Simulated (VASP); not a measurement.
Input of a VASP 6.6.1 run:

File INCAR:

```
SYSTEM = AlGa2N3
  PREC = Accurate
  ENCUT = 600
  EDIFF = 1E-6
  ISMEAR = 0
  SIGMA = 0.02
  LREAL = .FALSE.
  LASPH = .TRUE.
  NELM = 100
  ALGO = Normal
  ISIF = 4
  LWAVE = .FALSE.
  LCHARG = .FALSE.
  GGA = PE
  IBRION = 2
  NSW = 50
  EDIFFG = -0.01
```

Contents of KPOINTS:

```
Automatic mesh
0
G
  12 12 12
  0 0 0
```

POSCAR

```
AlGa2N3
1.0
   -1.5598144547      1.5598144547      6.5983074742
    1.5598144547     -1.5598144547      6.5983074742
    1.5598144547      1.5598144547     -6.5983074742
Al Ga N
1 2 3
Direct
    0.5000000000      0.5000000000      0.0000000000
    0.8353920000      0.8353920000      0.0000000000
    0.1646080000      0.1646080000      0.0000000000
    0.4215160000      0.9215160000      0.5000000000
    0.0784840000      0.5784840000      0.5000000000
    0.7500000000      0.2500000000      0.5000000000
```

Potentials or basis: VASP PAW PBE potentials, release 64 (Al, Ga_d, N).

Command:

```sh
$ cat potpaw_PBE.64/Al/POTCAR potpaw_PBE.64/Ga_d/POTCAR potpaw_PBE.64/N/POTCAR > POTCAR
$ mpirun -np 1 vasp_std > vasp.out
```

(1) What does it give for the band gap on the k mesh?

## Answers

(1) 2.68 eV.
